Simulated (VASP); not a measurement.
A run of VASP 6.6.1 is set up as follows.

INCAR

```
  ALGO = Normal
  EDIFF = 1E-7
  EDIFFG = -0.04
  ENCUT = 600
  GGA = PE
  IBRION = 2
  ISIF = 3
  ISMEAR = 0
  LASPH = T
  LCHARG = F
  LREAL = F
  LWAVE = F
  NELM = 100
  NSW = 90
  PREC = Accurate
  SIGMA = 0.1
```

Contents of KPOINTS:

```
k-points
0
Gamma
  6 6 2
```

File POSCAR:

```
HfPb2
1.0
    3.3525911600      0.0000000000      0.0000000000
   -1.6762955800      2.9034291200      0.0000000000
    0.0000000000      0.0000000000      8.5275286200
Hf Pb
1 2
Direct
    0.0000000000      0.0000000000      0.0000000000
    0.3333333300      0.6666666700      0.3217177800
    0.6666666700      0.3333333300      0.6782822200
```

Potentials or basis: VASP PAW PBE potentials, release 64 (Hf_pv, Pb_d).

Run with:

```sh
$ cat potpaw_PBE.64/Hf_pv/POTCAR potpaw_PBE.64/Pb_d/POTCAR > POTCAR
$ mpirun -np 1 vasp_std > vasp.out
```

Task: What does it give for the band gap on the k mesh?

Result: Zero (band 19 reaches 8.12 eV, above the bottom of band 20 at 6.17 eV).

Task: Estimate the relaxed volume.

Result: 27.52 Å³/atom.

Task: Predict the space group after relaxing (to 0.05 Å).

Result: P-3m1 (No. 164).

The path:
| step | energy change (eV) | largest force (eV/Å) | pressure (GPa) | volume (Å³) |
| --- | --- | --- | --- | --- |
| 1 | 0.0000 | 0.5155 | -1.63 | 83.01 |
| 2 | -0.0293 | 0.3328 | 1.02 | 79.67 |
| 3 | -0.0294 | 0.3432 | 0.87 | 79.84 |
| 4 | -0.0457 | 0.1912 | 0.54 | 80.38 |
| 5 | -0.0535 | 0.0014 | 0.21 | 81.12 |
| 6 | -0.0545 | 0.0431 | -0.16 | 81.62 |
| 7 | -0.0549 | 0.0853 | -0.53 | 82.14 |
| 8 | -0.0550 | 0.0903 | -0.56 | 82.19 |
| 9 | -0.0556 | 0.1042 | -0.65 | 82.32 |
| 10 | -0.0569 | 0.1275 | -0.82 | 82.60 |
| 11 | -0.0586 | 0.1619 | -1.16 | 83.14 |
| 12 | -0.0599 | 0.1659 | -1.17 | 83.17 |
| 13 | -0.0635 | 0.1789 | -1.17 | 83.26 |
| 14 | -0.0673 | 0.2052 | -1.10 | 83.42 |
| 15 | -0.0696 | 0.1928 | -0.89 | 83.13 |
| 16 | -0.0738 | 0.1539 | -0.24 | 82.29 |
| 17 | -0.0707 | 0.0703 | 1.17 | 80.61 |
| 18 | -0.0745 | 0.1299 | 0.17 | 81.78 |
| 19 | -0.0750 | 0.1220 | 0.16 | 81.81 |
| 20 | -0.0762 | 0.0990 | 0.13 | 81.91 |
| 21 | -0.0779 | 0.0543 | 0.07 | 82.09 |
| 22 | -0.0781 | 0.0323 | 0.00 | 82.47 |
| 23 | -0.0785 | 0.0063 | 0.03 | 82.30 |
| 24 | -0.0792 | 0.0041 | 0.03 | 82.42 |
| 25 | -0.0796 | 0.0017 | 0.02 | 82.57 |

Caveat: the k points lie up to 0.37 Å⁻¹ apart in the final cell; spin-orbit coupling is left out, which moves the levels of the heavy elements.
